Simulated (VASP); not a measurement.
# PbS (rocksalt type) (Fm-3m) in VASP: a series of runs

Runs on PbS (rocksalt type). Level: PBE. Tasks: single point.

Everything below comes from runs of VASP 6.6.1. Logs are shortened: lines on timing, memory, paths and dates and some standing lists are left out, and cuts for length are marked.

## Step 1: The cell of the first run

It takes space group Fm-3m (No. 225, cubic). The conventional cell has a = 6.009 Å, b = 6.009 Å, c = 6.009 Å, α = 90.00°, β = 90.00°, γ = 90.00°. Pb (site symmetry m-3m) has 6 S at 3.00 Å within 4.0 Å. Within 4.0 Å of S (site symmetry m-3m) lie 6 Pb at 3.00 Å.

## Step 2: Single point, PBE

INCAR reads:

```
SYSTEM = PbS
ALGO     = Normal         ! electronic algorithm
EDIFF    = 1E-6           ! SCF threshold, eV
ENCUT    = 520            ! plane-wave cutoff, eV
GGA      = PE             ! functional
ISIF     = 2              ! what is computed and relaxed
ISMEAR   = -1             ! smearing method
LASPH    = .True.         ! aspherical terms in the spheres
LCHARG   = .True.         ! write CHGCAR
LELF     = .True.         ! ELF
LREAL    = .False.        ! projectors in reciprocal space
LVHAR    = .True.       
LWAVE    = .False.        ! write WAVECAR
NBANDS   = 17             ! bands
NELM     = 80             ! most SCF steps
PREC     = Accurate       ! precision mode
SIGMA    = 0.05           ! smearing width, eV
```

KPOINTS reads:

```
k-points
0
Gamma
  12 12 12
  0 0 0
```

POSCAR reads:

```
PbS
1.0
    0.0000000000      3.0042711419      3.0042711419
    3.0042711419      0.0000000000      3.0042711419
    3.0042711419      3.0042711419      0.0000000000
Pb S
1 1
Direct
    0.0000000000      0.0000000000      0.0000000000
    0.5000000000      0.5000000000      0.5000000000
```

Potentials or basis: VASP PAW PBE potentials, release 64 (Pb_d, S).

Started as:

```bash
cat potpaw_PBE.64/Pb_d/POTCAR potpaw_PBE.64/S/POTCAR > POTCAR
mpirun -np 1 vasp_std > vasp.out
```

OUTCAR:

```text
SYSTEM = PbS
   EDIFF = 1E-6
   ENCUT = 520
   GGA = PE
   ISIF = 2
   ISMEAR = -1
   LASPH = .True.
   LREAL = .False.
   NELM = 80
   PREC = Accurate

 ion  position               nearest neighbor table
   1  0.000  0.000  0.000-   2 3.00   2 3.00   2 3.00   2 3.00   2 3.00   2 3.00
   2  0.500  0.500  0.500-   1 3.00   1 3.00   1 3.00   1 3.00   1 3.00   1 3.00

  LATTYP: Found a face centered cubic cell.
 ALAT       =     6.0085422838

  Lattice vectors:

 A1 = (   0.0000000000,   3.0042711419,   3.0042711419)
 A2 = (   3.0042711419,   0.0000000000,   3.0042711419)
 A3 = (   3.0042711419,   3.0042711419,   0.0000000000)

Analysis of symmetry for initial positions (statically):
=====================================================================
 Subroutine PRICEL returns:
 Original cell was already a primitive cell.

 Routine SETGRP: Setting up the symmetry group for a
 face centered cubic supercell.

 Subroutine GETGRP returns: Found 48 space group operations
 (whereof 48 operations were pure point group operations)
 out of a pool of 48 trial point group operations.

The static configuration has the point symmetry O_h .

Analysis of symmetry for dynamics (positions and initial velocities):
=====================================================================
 Subroutine PRICEL returns:
 Original cell was already a primitive cell.

 Routine SETGRP: Setting up the symmetry group for a
 face centered cubic supercell.

 Subroutine GETGRP returns: Found 48 space group operations
 (whereof 48 operations were pure point group operations)
 out of a pool of 48 trial point group operations.

The dynamic configuration has the point symmetry O_h .

 Subroutine INISYM returns: Found 48 space group operations
 (whereof 48 operations are pure point group operations),
 and found     1 'primitive' translations

----------------------------------------------------------------------------------------

                                     Primitive cell

  volume of cell :      54.2310

  direct lattice vectors                    reciprocal lattice vectors
     0.000000000  3.004271142  3.004271142    -0.166429718  0.166429718  0.166429718
     3.004271142  0.000000000  3.004271142     0.166429718 -0.166429718  0.166429718
     3.004271142  3.004271142  0.000000000     0.166429718  0.166429718 -0.166429718

  length of vectors
     4.248680994  4.248680994  4.248680994     0.288264728  0.288264728  0.288264728

  position of ions in fractional coordinates (direct lattice)
     0.000000000  0.000000000  0.000000000
[... 77 lines left out ...]
   NELM   =     80;   NELMIN=  2; NELMDL= -5     # of ELM steps
   EDIFF  = 0.1E-05   stopping-criterion for ELM
   LREAL  =      F    real-space projection
   EDIFFG = 0.1E-04   stopping-criterion for IOM
   NSW    =      0    number of steps for IOM
   IBRION =     -1    ionic relax: 0-MD 1-quasi-New 2-CG
   NFREE  =      0    steps in history (QN), initial steepest desc. (CG)
   ISIF   =      2    stress and relaxation
   ISYM   =      2    0-nonsym 1-usesym 2-fastsym
   POTIM  = 0.5000    time-step for ionic-motion
   TEBEG  =    0.0;   TEEND  =   0.0 temperature during run
   PSTRESS=    0.0 pullay stress
   NELECT =      20.0000    total number of electrons
   NUPDOWN=      -1.0000    fix difference up-down
   EMIN   =  10.00;   EMAX   =-10.00  energy-range for DOS
   EFERMI =   0.00;   METHOD = LEGACY
   ISMEAR =    -1;   SIGMA  =   0.05  broadening in eV -4-tet -1-fermi 0-gaus
   EFERMI_NEDOS =   21; number of points for ismear=-14 and -15
   IALGO  =     38    algorithm
   IMIX   =      4    mixing-type and parameters
     AMIX     =   0.40;   BMIX     =  1.00
     AMIX_MAG =   1.60;   BMIX_MAG =  1.00
  volume/ion in A,a.u.               =      27.12       182.98
  Fermi-wavevector in a.u.,A,eV,Ry     =   1.174003  2.218543 18.752665  1.378282
  Thomas-Fermi vector in A             =   2.310407
   LORBIT       =      0    0 simple, 1 ext, 2 COOP (PROOUT), +10 PAW based schemes
   GGA     = PE    functional components
   LHFCALC =     F    Hartree Fock is set to
   AEXX    =    0.0000 exact exchange contribution
   IVDW    =     0    specifies the selected vdW correction
   LEPSILON=     F    determine dielectric tensor
   LRPA    =     F    only Hartree local field effects (RPA)
 non-spin polarized calculation
  energy-cutoff  :      520.00
  volume of cell :       54.23
 maximum number of plane-waves:      1477
   NGX = 15   NGY = 15   NGZ = 15

 number of electron      20.0000003 magnetization

 Free energy of the ion-electron system (eV)
  ---------------------------------------------------
  ext. energy  EPLUGINS =         0.00000000
  ---------------------------------------------------
  free energy    TOTEN  =        -8.76943950 eV

  energy without entropy =       -8.76942019  energy(sigma->0) =       -8.76942985

 E-fermi :   5.5334     XC(G=0):  -9.5012

 val. band max:        5.2839470491   @ k =   0.5000   0.0000   0.0000
 cond. band min:       5.7823332287   @ k =   0.5000   0.0000   0.0000
 fundamental gap:      0.4983861796
 Fermi energy:         5.5333935300

 k-point     1 :       0.0000    0.0000    0.0000
  band No.  band energies     occupation
      1     -11.4445      2.00000
      2     -11.4445      2.00000
      3     -11.4445      2.00000
      4     -11.4271      2.00000
      5     -11.4271      2.00000
      6      -7.9327      2.00000
[... 457 lines left out ...]
      4     -11.4126      2.00000
      5     -11.4037      2.00000
      6      -6.6718      2.00000
[... 9 lines left out ...]
     16      14.9338      0.00000
     17      16.7215      0.00000

 [... further k-points ...]

------------------------ aborting loop because EDIFF is reached ----------------------------------------

  FORCE on cell =-STRESS in cart. coord.  units (eV):
  Direction    XX          YY          ZZ          XY          YZ          ZX
  --------------------------------------------------------------------------------------
  -------------------------------------------------------------------------------------
  Total       -0.0189332     -0.0189332     -0.0189332     -0.0000000      0.0000000      0.0000000
  in kB       -0.5593540     -0.5593540     -0.5593540     -0.0000000      0.0000000      0.0000000
  external PRESSURE =      -0.5593540 kB  Pullay stress =       0.0000000 kB

 VOLUME and BASIS-vectors are now :
 -----------------------------------------------------------------------------
  energy-cutoff  :      520.00
  volume of cell :       54.23
      direct lattice vectors                 reciprocal lattice vectors
     0.000000000  3.004271142  3.004271142    -0.166429718  0.166429718  0.166429718
     3.004271142  0.000000000  3.004271142     0.166429718 -0.166429718  0.166429718
     3.004271142  3.004271142  0.000000000     0.166429718  0.166429718 -0.166429718

 POSITION                                       TOTAL-FORCE (eV/Angst)
 -----------------------------------------------------------------------------------
      0.00000      0.00000      0.00000         0.000000      0.000000      0.000000
      3.00427      3.00427      3.00427        -0.000000     -0.000000     -0.000000
 -----------------------------------------------------------------------------------
    total drift:                                0.000000     -0.000000     -0.000000

  FREE ENERGIE OF THE ION-ELECTRON SYSTEM (eV)
  ---------------------------------------------------
  free  energy   TOTEN  =        -8.7694394997 eV

  energy  without entropy=       -8.7694201930  energy(sigma->0) =       -8.76942985
```

Run time: 78 s. Hardware: 1 thread of Intel Xeon 8259CL, shared host; peak memory 0.21 GiB.

Results:

```yaml
Free_energy: -8.7694 eV
Pressure: -0.1 GPa
Band_gap_on_the_k_mesh: 0.50 eV
```

Levels at points of the mesh, in eV from the valence-band top:
```tsv
k point	band 6	band 7	band 8	band 9	band 10	band 11	band 12	band 13	band 14	band 15
(0.00, 0.00, 0.00)	-13.22	-6.07	-1.94	-1.94	-1.94	5.14	5.14	5.14	6.87	6.87
(0.50, 0.00, 0.00)	-12.07	-8.59	-1.58	-1.58	0.00	0.50	2.08	2.08	8.65	10.22
(0.50, 0.50, 0.00)	-11.70	-7.11	-4.83	-3.15	-3.15	4.07	5.48	5.58	5.58	11.18
```

Caveat: spin-orbit coupling is left out, which moves the levels of the heavy elements. A k mesh can miss the band edges.

## Step 3: Single point, PBE

INCAR reads:

```
PREC = Accurate ; ENCUT = 520
EDIFF = 1E-6 ; ISMEAR = 1
SIGMA = 0.2 ; LREAL = False
LASPH = True ; NELM = 80
ALGO = Normal ; ISIF = 2
LWAVE = False ; LCHARG = False
GGA = PE ; NBANDS = 17
```

KPOINTS reads:

```
Automatic mesh
0
Gamma
  12 12 12
```

POSCAR is that of step 2.

Potentials or basis: VASP PAW PBE potentials, release 64 (Pb_d, S).

Started as:

```bash
cat potpaw_PBE.64/Pb_d/POTCAR potpaw_PBE.64/S/POTCAR > POTCAR
mpirun -np 1 vasp_std > vasp.out
```

OUTCAR:

```text
PREC = Accurate
   ENCUT = 520
   EDIFF = 1E-6
   ISMEAR = 1
   LREAL = False
   LASPH = True
   NELM = 80
   ISIF = 2
   GGA = PE

 ion  position               nearest neighbor table
   1  0.000  0.000  0.000-   2 3.00   2 3.00   2 3.00   2 3.00   2 3.00   2 3.00
   2  0.500  0.500  0.500-   1 3.00   1 3.00   1 3.00   1 3.00   1 3.00   1 3.00

  LATTYP: Found a face centered cubic cell.
 ALAT       =     6.0085422838

  Lattice vectors:

 A1 = (   0.0000000000,   3.0042711419,   3.0042711419)
 A2 = (   3.0042711419,   0.0000000000,   3.0042711419)
 A3 = (   3.0042711419,   3.0042711419,   0.0000000000)

Analysis of symmetry for initial positions (statically):
=====================================================================
 Subroutine PRICEL returns:
 Original cell was already a primitive cell.

 Routine SETGRP: Setting up the symmetry group for a
 face centered cubic supercell.

 Subroutine GETGRP returns: Found 48 space group operations
 (whereof 48 operations were pure point group operations)
 out of a pool of 48 trial point group operations.

The static configuration has the point symmetry O_h .

Analysis of symmetry for dynamics (positions and initial velocities):
=====================================================================
 Subroutine PRICEL returns:
 Original cell was already a primitive cell.

 Routine SETGRP: Setting up the symmetry group for a
 face centered cubic supercell.

 Subroutine GETGRP returns: Found 48 space group operations
 (whereof 48 operations were pure point group operations)
 out of a pool of 48 trial point group operations.

The dynamic configuration has the point symmetry O_h .

 Subroutine INISYM returns: Found 48 space group operations
 (whereof 48 operations are pure point group operations),
 and found     1 'primitive' translations

----------------------------------------------------------------------------------------
[... 110 lines left out ...]
   IALGO  =     38    algorithm
   IMIX   =      4    mixing-type and parameters
     AMIX     =   0.40;   BMIX     =  1.00
     AMIX_MAG =   1.60;   BMIX_MAG =  1.00
  volume/ion in A,a.u.               =      27.12       182.98
  Fermi-wavevector in a.u.,A,eV,Ry     =   1.174003  2.218543 18.752665  1.378282
  Thomas-Fermi vector in A             =   2.310407
   LORBIT       =      0    0 simple, 1 ext, 2 COOP (PROOUT), +10 PAW based schemes
   GGA     = PE    functional components
   LHFCALC =     F    Hartree Fock is set to
   AEXX    =    0.0000 exact exchange contribution
   IVDW    =     0    specifies the selected vdW correction
   LEPSILON=     F    determine dielectric tensor
   LRPA    =     F    only Hartree local field effects (RPA)
 non-spin polarized calculation
 Methfessel and Paxton  Order N= 1 SIGMA  =   0.20
  energy-cutoff  :      520.00
  volume of cell :       54.23
 maximum number of plane-waves:      1477
   NGX = 15   NGY = 15   NGZ = 15

 number of electron      20.0000003 magnetization

 Free energy of the ion-electron system (eV)
  ---------------------------------------------------
  ext. energy  EPLUGINS =         0.00000000
  ---------------------------------------------------
  free energy    TOTEN  =        -8.76940011 eV

  energy without entropy =       -8.76950668  energy(sigma->0) =       -8.76943563

 E-fermi :   5.4685     XC(G=0):  -9.5012

 val. band max:        5.2840252927   @ k =   0.5000   0.0000   0.0000
 cond. band min:       5.7823748460   @ k =   0.5000   0.0000   0.0000
 fundamental gap:      0.4983495533
 Fermi energy:         5.4684603015

 k-point     1 :       0.0000    0.0000    0.0000
  band No.  band energies     occupation
      1     -11.4444      2.00000
      2     -11.4444      2.00000
      3     -11.4444      2.00000
      4     -11.4271      2.00000
      5     -11.4271      2.00000
      6      -7.9326      2.00000
[... 457 lines left out ...]
      4     -11.4126      2.00000
      5     -11.4037      2.00000
      6      -6.6717      2.00000
[... 9 lines left out ...]
     16      14.9338      0.00000
     17      16.7215      0.00000

 [... further k-points ...]

------------------------ aborting loop because EDIFF is reached ----------------------------------------

  FORCE on cell =-STRESS in cart. coord.  units (eV):
  Direction    XX          YY          ZZ          XY          YZ          ZX
  --------------------------------------------------------------------------------------
  -------------------------------------------------------------------------------------
  Total       -0.0185096     -0.0185096     -0.0185096      0.0000000      0.0000000     -0.0000000
  in kB       -0.5468413     -0.5468413     -0.5468413      0.0000000      0.0000000     -0.0000000
  external PRESSURE =      -0.5468413 kB  Pullay stress =       0.0000000 kB

 VOLUME and BASIS-vectors are now :
 -----------------------------------------------------------------------------
  energy-cutoff  :      520.00
  volume of cell :       54.23
      direct lattice vectors                 reciprocal lattice vectors
     0.000000000  3.004271142  3.004271142    -0.166429718  0.166429718  0.166429718
     3.004271142  0.000000000  3.004271142     0.166429718 -0.166429718  0.166429718
     3.004271142  3.004271142  0.000000000     0.166429718  0.166429718 -0.166429718

 POSITION                                       TOTAL-FORCE (eV/Angst)
 -----------------------------------------------------------------------------------
      0.00000      0.00000      0.00000        -0.000000      0.000000     -0.000000
      3.00427      3.00427      3.00427         0.000000     -0.000000      0.000000
 -----------------------------------------------------------------------------------
    total drift:                                0.000000     -0.000000     -0.000000

  FREE ENERGIE OF THE ION-ELECTRON SYSTEM (eV)
  ---------------------------------------------------
  free  energy   TOTEN  =        -8.7694001060 eV

  energy  without entropy=       -8.7695066805  energy(sigma->0) =       -8.76943563
```

It took 85 s on 1 thread of Intel Xeon 8259CL, shared host; peak memory 0.21 GiB.

Results:

```yaml
Free_energy: -8.7694 eV
Pressure: -0.1 GPa
Band_gap_on_the_k_mesh: 0.50 eV
```

Levels at points of the mesh, in eV from the valence-band top:
```csv
k point,band 6,band 7,band 8,band 9,band 10,band 11,band 12,band 13,band 14,band 15
"(0.00, 0.00, 0.00)",-13.22,-6.07,-1.94,-1.94,-1.94,5.14,5.14,5.14,6.87,6.87
"(0.50, 0.00, 0.00)",-12.07,-8.59,-1.58,-1.58,0.00,0.50,2.08,2.08,8.65,10.22
"(0.50, 0.50, 0.00)",-11.70,-7.11,-4.83,-3.15,-3.15,4.07,5.48,5.58,5.58,11.18
```

Caveat: spin-orbit coupling is left out, which moves the levels of the heavy elements.

## Step 4: Single point, PBE

INCAR reads:

```
SYSTEM = PbS
ALGO = Normal ; EDIFF = 1E-6
ENCUT = 520 ; GGA = PE
ISIF = 2 ; ISMEAR = 0
LASPH = .TRUE. ; LCHARG = .TRUE.
LELF = .TRUE. ; LREAL = .FALSE.
LVHAR = .TRUE. ; LWAVE = .FALSE.
NBANDS = 17 ; NELM = 80
PREC = Accurate ; SIGMA = 0.2
```

KPOINTS reads:

```
k-points
0
G
  12 12 12
  0 0 0
```

POSCAR is that of step 3.

Started as:

```bash
cat potpaw_PBE.64/Pb_d/POTCAR potpaw_PBE.64/S/POTCAR > POTCAR
mpirun -np 1 vasp_std > vasp.out
```

Run time: 83 s. Hardware: 1 thread of Intel Xeon 8259CL, shared host; peak memory 0.21 GiB.

The run converged. Its results:

- Free energy: -8.7695 eV
- Pressure: -0.1 GPa
- Band gap on the k mesh: 0.50 eV

Levels at points of the mesh, in eV from the valence-band top:
| k point | band 6 | band 7 | band 8 | band 9 | band 10 | band 11 | band 12 | band 13 | band 14 | band 15 |
| --- | --- | --- | --- | --- | --- | --- | --- | --- | --- | --- |
| (0.00, 0.00, 0.00) | -13.22 | -6.07 | -1.94 | -1.94 | -1.94 | 5.14 | 5.14 | 5.14 | 6.87 | 6.87 |
| (0.50, 0.00, 0.00) | -12.07 | -8.59 | -1.58 | -1.58 | 0.00 | 0.50 | 2.08 | 2.08 | 8.65 | 10.22 |
| (0.50, 0.50, 0.00) | -11.70 | -7.11 | -4.83 | -3.15 | -3.15 | 4.07 | 5.48 | 5.58 | 5.58 | 11.18 |

Caveat: spin-orbit coupling is left out, which moves the levels of the heavy elements. A k mesh can miss the band edges.

## Step 5: Single point, PBE

INCAR reads:

```
SYSTEM = PbS
  ALGO = Normal
  EDIFF = 1E-6
  ENCUT = 520
  GGA = PE
  ISIF = 2
  ISMEAR = 0
  LASPH = .True.
  LCHARG = .False.
  LREAL = .False.
  LWAVE = .False.
  NBANDS = 17
  NELM = 100
  PREC = Accurate
  SIGMA = 0.05
```

KPOINTS reads:

```
k-points
0
Gamma
  12 12 12
  0 0 0
```

POSCAR is that of step 4.

Started as:

```bash
cat potpaw_PBE.64/Pb_d/POTCAR potpaw_PBE.64/S/POTCAR > POTCAR
mpirun -np 1 vasp_std > vasp.out
```

Run time: 75 s. Hardware: 1 thread of Intel Xeon 8259CL, shared host; peak memory 0.21 GiB.

Results (log left out):

* Free energy: -8.7694 eV
* Pressure: -0.1 GPa
* Band gap on the k mesh: 0.50 eV

Levels at points of the mesh, in eV from the valence-band top:
```csv
k point,band 7,band 8,band 9,band 10,band 11,band 12,band 13,band 14
"(0.00, 0.00, 0.00)",-6.07,-1.94,-1.94,-1.94,5.14,5.14,5.14,6.87
"(0.50, 0.00, 0.00)",-8.59,-1.58,-1.58,0.00,0.50,2.08,2.08,8.65
"(0.50, 0.50, 0.00)",-7.11,-4.83,-3.15,-3.15,4.07,5.48,5.58,5.58
```

Caveat: spin-orbit coupling is left out, which moves the levels of the heavy elements.

## Step 6: The runs side by side

```tsv
smearing	gap on the mesh (eV)	pressure (GPa)
fermi-dirac 0.05 eV	0.50	-0.1
methfessel-paxton 0.2 eV	0.50	-0.1
gaussian 0.2 eV	0.50	-0.1
gaussian 0.05 eV	0.50	-0.1
```

Alike in all rows: task single point; level PBE; potentials or basis VASP PAW PBE potentials, release 64 (Pb_d, S); no spin polarisation; cell a = 4.249 Å, angles 60.0°, 2 atoms; k mesh 12 × 12 × 12; cutoff (eV) 520.

Caveats: spin-orbit coupling is left out, which moves the levels of the heavy elements.

Total energies depend on the potentials used, so only differences within one code and one set of settings carry meaning.
